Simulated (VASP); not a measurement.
Wanted: the native input for a VASP 6.6.1 run.

| Quantity | Value |
| --- | --- |
| Task | single point |
| Functional | LDA |
| Potentials or basis | VASP PAW LDA potentials, release 64 (Co) |
| Cutoff | 520 eV |
| k mesh | 24 × 24 × 12 |
| Occupations | gaussian, width 0.15 eV |
| Spin | collinear spin, ferromagnetic start |
| Starting moments | [2.2, 2.2] μB |
| Fixed moment | 4.4 μB |
| Dipole correction | no |
| Further INCAR settings | ALGO = Normal; EDIFF = 1e-06; NBANDS = 20 |

The structure of Co lies in POSCAR:

```
Co
1.0
    2.3593161362      0.0000000000      0.0000000000
   -1.1796580681      2.0432277095      0.0000000000
    0.0000000000      0.0000000000      3.8057344492
Co
2
Direct
    0.6666666667      0.3333333333      0.2500000000
    0.3333333333      0.6666666667      0.7500000000
```

One way to write it, as run:

INCAR

```
PREC = Accurate ; ENCUT = 520
EDIFF = 1E-6 ; ISMEAR = 0
SIGMA = 0.15 ; LREAL = F
LASPH = T ; NELM = 150
ALGO = Normal ; ISIF = 2
LWAVE = F ; LCHARG = F
ISPIN = 2 ; MAGMOM = 2.2 2.2
LORBIT = 11 ; NUPDOWN = 4.4
LMAXMIX = 4 ; NBANDS = 20
```

KPOINTS

```
Automatic mesh
0
Gamma
  24 24 12
```

Potentials or basis: VASP PAW LDA potentials, release 64 (Co).

The run is started by

```bash
$ cat potpaw_LDA.64/Co/POTCAR > POTCAR
$ mpirun -np 1 vasp_std > vasp.out
```

Results of the run:

* Pressure: 52.8 GPa
* Net moment: 4.40 μB per cell
* Site moments: Co +2.15 μB
* Valence electrons inside the program's atomic spheres: Co 8.65

Caveat: the total moment is fixed, so each spin has its own Fermi level.

It took 5.8 min on 1 thread of AMD EPYC 9755 128-Core Processor, on a shared host, peak memory 0.27 GiB.
